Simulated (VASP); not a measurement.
Wanted: the native input for a VASP 6.6.1 run.

```yaml
Task: single point
Functional: LDA
Potentials_or_basis: VASP PAW LDA potentials, release 64 (Zr_sv, N)
Cutoff: 600 eV
k_mesh: 5 × 5 × 5
Occupations: methfessel-paxton, width 0.15 eV
Spin: no spin polarisation
Dipole_correction: no
Further_INCAR_settings: ALGO = Normal; EDIFF = 1e-06; NBANDS = 16
```

The structure of ZrN lies in POSCAR:

```
ZrN
1.0
    0.0000000000      2.3000000000      2.3000000000
    2.3000000000      0.0000000000      2.3000000000
    2.3000000000      2.3000000000      0.0000000000
Zr N
1 1
Direct
    0.5000000000      0.5000000000      0.5000000000
    0.0000000000      0.0000000000      0.0000000000
```

These files were run (other wordings do the same):

INCAR

```
SYSTEM = ZrN
PREC     = Accurate       ! precision mode
ENCUT    = 600            ! plane-wave cutoff, eV
EDIFF    = 1E-6           ! SCF threshold, eV
ISMEAR   = 1              ! smearing method
SIGMA    = 0.15           ! smearing width, eV
LREAL    = .FALSE.        ! projectors in reciprocal space
LASPH    = .TRUE.         ! aspherical terms in the spheres
NELM     = 120            ! most SCF steps
ALGO     = Normal         ! electronic algorithm
ISIF     = 2              ! what is computed and relaxed
LWAVE    = .FALSE.        ! write WAVECAR
LCHARG   = .TRUE.         ! write CHGCAR
GGA      = CA             ! functional
LELF     = .TRUE.         ! ELF
LVHAR    = .TRUE.       
NBANDS   = 16             ! bands
GGA_COMPAT= .FALSE.
```

KPOINTS

```
regular mesh
0
G
  5 5 5
  0 0 0
```

Potentials or basis: VASP PAW LDA potentials, release 64 (Zr_sv, N).

Run with:

```sh
$ cat potpaw_LDA.64/Zr_sv/POTCAR potpaw_LDA.64/N/POTCAR > POTCAR
$ mpirun -np 1 vasp_std > vasp.out
```

It gave:

The pressure is -12.1 GPa.

Caveat: the k points lie up to 0.47 Å⁻¹ apart.

Run time: 6.9 s on 1 thread of AMD EPYC 7R43 64-Core Processor (Zen 3), with other jobs on the host, peak memory 0.11 GiB.
